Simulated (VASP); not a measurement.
A run of VASP 6.6.1 is set up as follows.

The input INCAR:

```
  PREC = Accurate
  ENCUT = 520
  EDIFF = 1E-6
  ISMEAR = 0
  SIGMA = 0.1
  LREAL = F
  LASPH = T
  NELM = 80
  ALGO = Normal
  ISIF = 2
  LWAVE = F
  LCHARG = F
  GGA = PE
  NBANDS = 34
```

KPOINTS

```
regular mesh
0
Gamma
  4 4 4
```

File POSCAR:

```
ZnC3
1.0
    0.0000000000      3.7380455000      3.7380455000
    3.7380455000      0.0000000000      3.7380455000
    3.7380455000      3.7380455000      0.0000000000
Zn C
2 6
Direct
    0.0000000000      0.0000000000      0.0000000000
    0.2500000000      0.2500000000      0.2500000000
    0.6250000000      0.6250000000      0.6250000000
    0.6250000000      0.6250000000      0.1250000000
    0.6250000000      0.1250000000      0.6250000000
    0.1250000000      0.6250000000      0.6250000000
    0.7500000000      0.7500000000      0.7500000000
    0.5000000000      0.5000000000      0.5000000000
```

Potentials or basis: VASP PAW PBE potentials, release 64 (Zn, C).

Command:

```sh
$ cat potpaw_PBE.64/Zn/POTCAR potpaw_PBE.64/C/POTCAR > POTCAR
$ mpirun -np 1 vasp_std > vasp.out
```

Question: What does it give for the band gap on the k mesh?

Answer: 0.08 eV (least direct gap 0.64 eV).

Question: Estimate the pressure.

Answer: -27.3 GPa.

Caveat: the cell stands under tension. A k mesh can miss the band edges.
